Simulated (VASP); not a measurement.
Te, 3 atoms in the cell. Symmetry: P3_121, No. 152, trigonal system. The conventional cell has a = 4.443 Å, b = 4.443 Å, c = 5.905 Å, α = 90.00°, β = 90.00°, γ = 120.00°. Te (site symmetry 2) has 6 Te at 2.78 to 3.52 Å within 3.7 Å.  This cell differs from its parent crystal: volume scaled by 0.99.

| Quantity | Value |
| --- | --- |
| Program | VASP 6.6.1 |
| Task | electric field gradients |
| Functional | PBE |
| Potentials or basis | VASP PAW PBE potentials, release 64 (Te) |
| Cutoff | 520 eV |
| k mesh | 9 × 9 × 6 |
| Occupations | fermi-dirac, width 0.08 eV |
| Spin | no spin polarisation |
| Dipole correction | no |
| Further INCAR settings | ALGO = Normal; EDIFF = 1e-08; NBANDS = 16 |

Potentials or basis: VASP PAW PBE potentials, release 64 (Te).

The run is started by

```sh
$ cat potpaw_PBE.64/Te/POTCAR > POTCAR
$ mpirun -np 1 vasp_std > vasp.out
```

Hardware: 1 thread of AMD EPYC 7R13 Processor (Zen 3), with other jobs on the host.

**Question.** Estimate the wall time of this run.

**Answer.** Run time: 82 s on 1 thread of AMD EPYC 7R13 Processor (Zen 3), on a shared host, peak memory 0.24 GiB. Counts: scf iterations 14, k points 62.
